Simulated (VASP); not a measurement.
# Ba (Im-3m) in VASP: further runs, part 2 of 2

VASP 6.6.1. The steps go on from the part before.

## 3. Relaxation of volume and atoms at fixed shape, PBEsol

This run uses another cell than the first one, of 62.99 Å³/atom, 1.106 times its volume.

INCAR reads:

```
PREC     = Accurate       # precision mode
ENCUT    = 600            # plane-wave cutoff, eV
EDIFF    = 1E-6           # SCF threshold, eV
ISMEAR   = 1              # smearing method
SIGMA    = 0.05           # smearing width, eV
LREAL    = False          # projectors in reciprocal space
LASPH    = True           # aspherical terms in the spheres
NELM     = 80             # most SCF steps
ALGO     = Normal         # electronic algorithm
ISIF     = 8              # what is computed and relaxed
LWAVE    = False          # write WAVECAR
LCHARG   = False          # write CHGCAR
GGA      = PS             # functional
IBRION   = 2              # ionic algorithm
NSW      = 80             # ionic steps
EDIFFG   = -0.02          # ionic threshold
```

KPOINTS reads:

```
regular mesh
0
Gamma
  5 5 5
```

POSCAR reads:

```
Ba
1.0
   -2.5065000000      2.5065000000      2.5065000000
    2.5065000000     -2.5065000000      2.5065000000
    2.5065000000      2.5065000000     -2.5065000000
Ba
1
Direct
    0.0000000000      0.0000000000      0.0000000000
```

Potentials or basis: VASP PAW PBE potentials, release 64 (Ba_sv).

Launch:

```
$ cat potpaw_PBE.64/Ba_sv/POTCAR > POTCAR
$ mpirun -np 1 vasp_std > vasp.out
```

OUTCAR:

```text
PREC = Accurate
   ENCUT = 600
   EDIFF = 1E-6
   ISMEAR = 1
   LREAL = False
   LASPH = True
   NELM = 80
   ISIF = 8
   GGA = PS
   IBRION = 2
   NSW = 80
   EDIFFG = -0.02

 ion  position               nearest neighbor table
   1  0.000  0.000  0.000-

  LATTYP: Found a body centered cubic cell.
 ALAT       =     5.0130000000

  Lattice vectors:

 A1 = (  -2.5065000000,   2.5065000000,   2.5065000000)
 A2 = (   2.5065000000,  -2.5065000000,   2.5065000000)
 A3 = (   2.5065000000,   2.5065000000,  -2.5065000000)

Analysis of symmetry for initial positions (statically):
=====================================================================
 Subroutine PRICEL returns:
 Original cell was already a primitive cell.

 Routine SETGRP: Setting up the symmetry group for a
 body centered cubic supercell.

 Subroutine GETGRP returns: Found 48 space group operations
 (whereof 48 operations were pure point group operations)
 out of a pool of 48 trial point group operations.

The static configuration has the point symmetry O_h .

Analysis of symmetry for dynamics (positions and initial velocities):
=====================================================================
 Subroutine PRICEL returns:
 Original cell was already a primitive cell.

 Routine SETGRP: Setting up the symmetry group for a
 body centered cubic supercell.

 Subroutine GETGRP returns: Found 48 space group operations
 (whereof 48 operations were pure point group operations)
 out of a pool of 48 trial point group operations.

The dynamic configuration has the point symmetry O_h .

 Subroutine INISYM returns: Found 48 space group operations
 (whereof 48 operations are pure point group operations),
 and found     1 'primitive' translations

----------------------------------------------------------------------------------------

                                     Primitive cell

  volume of cell :      62.9888

  direct lattice vectors                    reciprocal lattice vectors
    -2.506500000  2.506500000  2.506500000     0.000000000  0.199481348  0.199481348
     2.506500000 -2.506500000  2.506500000     0.199481348  0.000000000  0.199481348
     2.506500000  2.506500000 -2.506500000     0.199481348  0.199481348  0.000000000

  length of vectors
     4.341385349  4.341385349  4.341385349     0.282109228  0.282109228  0.282109228

  position of ions in fractional coordinates (direct lattice)
     0.000000000  0.000000000  0.000000000

  ion indices of the primitive-cell ions
   primitive index   ion index
                 1           1

----------------------------------------------------------------------------------------

 KPOINTS: regular mesh

Automatic generation of k-mesh.
 Grid dimensions read from file:
 generate k-points for:    5    5    5

 Generating k-lattice:

  Cartesian coordinates                     Fractional coordinates (reciprocal lattice)
     0.000000000  0.039896270  0.039896270     0.200000000  0.000000000  0.000000000
     0.039896270  0.000000000  0.039896270     0.000000000  0.200000000  0.000000000
     0.039896270  0.039896270  0.000000000     0.000000000  0.000000000  0.200000000

  Length of vectors
     0.056421846  0.056421846  0.056421846

  Shift w.r.t. Gamma in fractional coordinates (k-lattice)
     0.000000000  0.000000000  0.000000000

 Subroutine IBZKPT returns following result:
 ===========================================

 Found     10 irreducible k-points:

 Following reciprocal coordinates:
            Coordinates               Weight
  0.000000  0.000000  0.000000      1.000000
  0.200000  0.000000  0.000000     12.000000
  0.400000  0.000000  0.000000     12.000000
  0.200000  0.200000  0.000000     24.000000
  0.400000  0.200000 -0.000000     24.000000
  0.200000  0.200000  0.200000      8.000000
 -0.200000  0.200000  0.200000      6.000000
 -0.400000  0.400000  0.200000     24.000000
 -0.400000 -0.400000  0.200000      8.000000
 -0.400000  0.400000  0.400000      6.000000
   k-points           NKPTS =     10   k-points in BZ     NKDIM =     10   number of bands    NBANDS=      9
   number of dos      NEDOS =    301   number of ions     NIONS =      1
   total plane-waves  NPLWV =  46656
   dimension x,y,z NGX =    36 NGY =   36 NGZ =   36
   dimension x,y,z NGXF=    72 NGYF=   72 NGZF=   72
   ions per type =               1
   NGX,Y,Z   is equivalent  to a cutoff of  13.79, 13.79, 13.79 a.u.
   NGXF,Y,Z  is equivalent  to a cutoff of  27.57, 27.57, 27.57 a.u.
 SYSTEM =  unknown system
   PREC   = accura    normal or accurate (medium, high low for compatibility)
   ISTART =      0    job   : 0-new  1-cont  2-samecut
   ICHARG =      2    charge: 1-file 2-atom 10-const
   ISPIN  =      1    spin polarized calculation?
   LNONCOLLINEAR =      F non collinear calculations
   LSORBIT =      F    spin-orbit coupling
   LASPH  =      T    aspherical Exc in radial PAW
   ENCUT  =  600.0 eV  44.10 Ry    6.64 a.u.   8.67  8.67  8.67*2*pi/ulx,y,z
   NELM   =     80;   NELMIN=  2; NELMDL= -5     # of ELM steps
   EDIFF  = 0.1E-05   stopping-criterion for ELM
   LREAL  =      F    real-space projection
   EDIFFG = -.2E-01   stopping-criterion for IOM
   NSW    =     80    number of steps for IOM
   IBRION =      2    ionic relax: 0-MD 1-quasi-New 2-CG
   NFREE  =      1    steps in history (QN), initial steepest desc. (CG)
   ISIF   =      8    stress and relaxation
   ISYM   =      2    0-nonsym 1-usesym 2-fastsym
   POTIM  = 0.5000    time-step for ionic-motion
   TEBEG  =    0.0;   TEEND  =   0.0 temperature during run
   PSTRESS=    0.0 pullay stress
   NELECT =      10.0000    total number of electrons
   NUPDOWN=      -1.0000    fix difference up-down
   EMIN   =  10.00;   EMAX   =-10.00  energy-range for DOS
   EFERMI =   0.00;   METHOD = LEGACY
   ISMEAR =     1;   SIGMA  =   0.05  broadening in eV -4-tet -1-fermi 0-gaus
   EFERMI_NEDOS =   21; number of points for ismear=-14 and -15
   IALGO  =     38    algorithm
   IMIX   =      4    mixing-type and parameters
     AMIX     =   0.40;   BMIX     =  1.00
     AMIX_MAG =   1.60;   BMIX_MAG =  1.00
  volume/ion in A,a.u.               =      62.99       425.07
  Fermi-wavevector in a.u.,A,eV,Ry     =   0.886449  1.675146 10.691349  0.785792
  Thomas-Fermi vector in A             =   2.007617
   LORBIT       =      0    0 simple, 1 ext, 2 COOP (PROOUT), +10 PAW based schemes
   GGA     = PS    functional components
   LHFCALC =     F    Hartree Fock is set to
   AEXX    =    0.0000 exact exchange contribution
   IVDW    =     0    specifies the selected vdW correction
   LEPSILON=     F    determine dielectric tensor
   LRPA    =     F    only Hartree local field effects (RPA)
 conjugate gradient relaxation of ions
 non-spin polarized calculation
 Methfessel and Paxton  Order N= 1 SIGMA  =   0.05
  energy-cutoff  :      600.00
  volume of cell :       62.99
 maximum number of plane-waves:      2123
   NGX = 17   NGY = 17   NGZ = 17

--------------------------------------- Ionic step        1  -------------------------------------------

 number of electron      10.0000001 magnetization

 Free energy of the ion-electron system (eV)
  ---------------------------------------------------
  ext. energy  EPLUGINS =         0.00000000
  ---------------------------------------------------
  free energy    TOTEN  =        -2.14409761 eV

  energy without entropy =       -2.14248019  energy(sigma->0) =       -2.14355847

------------------------ aborting loop because EDIFF is reached ----------------------------------------

  FORCE on cell =-STRESS in cart. coord.  units (eV):
  Direction    XX          YY          ZZ          XY          YZ          ZX
  --------------------------------------------------------------------------------------
  -------------------------------------------------------------------------------------
  Total       -0.3230879     -0.3230879     -0.3230879     -0.0000000      0.0000000      0.0000000
  in kB       -8.2180382     -8.2180382     -8.2180382     -0.0000000      0.0000000      0.0000000
  external PRESSURE =      -8.2180382 kB  Pullay stress =       0.0000000 kB
[... 55 lines left out ...]
  energy  without entropy=       -2.1538871013  energy(sigma->0) =       -2.15501144

--------------------------------------- Ionic step        3  -------------------------------------------

 number of electron      10.0000000 magnetization

 Free energy of the ion-electron system (eV)
  ---------------------------------------------------
  ext. energy  EPLUGINS =         0.00000000
  ---------------------------------------------------
  free energy    TOTEN  =        -2.15923360 eV

  energy without entropy =       -2.15754709  energy(sigma->0) =       -2.15867143

 E-fermi :   1.9000     XC(G=0):  -7.8235

 val. band max:        1.8925120442   @ k =  -0.4000  -0.4000   0.2000
 cond. band min:       2.1847357534   @ k =   0.2000   0.2000   0.2000
 fundamental gap:      0.2922237092
 Fermi energy:         1.8999892914

 k-point     1 :       0.0000    0.0000    0.0000
  band No.  band energies     occupation
      1     -26.8417      2.00000
      2     -11.7078      2.00000
      3     -11.7078      2.00000
      4     -11.7078      2.00000
      5      -0.9480      2.00000
      6       3.7782      0.00000
      7       3.7782      0.00000
      8       3.7782      0.00000
      9       5.3476      0.00000
[... 134 lines left out ...]
  FREE ENERGIE OF THE ION-ELECTRON SYSTEM (eV)
  ---------------------------------------------------
  free  energy   TOTEN  =        -2.1592336046 eV

  energy  without entropy=       -2.1575470909  energy(sigma->0) =       -2.15867143

 reached required accuracy - stopping structural energy minimisation
```

It took 13 s on 1 thread of Intel Xeon Platinum 8559C (Emerald Rapids), shared host; peak memory 0.2 GiB.

Results:

| Quantity | Value |
| --- | --- |
| Free energy | -2.1592 eV |
| Relaxed volume | 57.25 Å³/atom |
| Relaxed cell | a = 4.205 Å, b = 4.205 Å, c = 4.205 Å, α = 109.47°, β = 109.47°, γ = 109.47° |
| Space group after relaxing (to 0.05 Å) | Im-3m (No. 229) |
| Energy gained by relaxing | 15.1 meV/atom |
| Ionic steps | 3 |
| Pressure after relaxing | 0.0 GPa |
| Band gap on the k mesh | zero (band 5 reaches 2.18 eV, above the bottom of band 6 at 1.45 eV) |

The path:
| step | energy change (eV) | largest force (eV/Å) | pressure (GPa) | volume (Å³) |
| --- | --- | --- | --- | --- |
| 1 | 0.0000 | 0.0000 | -0.82 | 62.99 |
| 2 | -0.0115 | 0.0000 | -0.44 | 60.09 |
| 3 | -0.0151 | 0.0000 | 0.02 | 57.25 |

Final structure:
```yaml
crystal:
  lattice:
    - [-2.42791, 2.42791, 2.42791]
    - [2.42791, -2.42791, 2.42791]
    - [2.42791, 2.42791, -2.42791]
  atoms:
    - { symbol: Ba, position: [0.00000, 0.00000, 0.00000] }
```

Caveat: the PAW data sets were made with another functional, which shifts forces and pressure a little; spin-orbit coupling is left out, which moves the levels of the heavy elements.
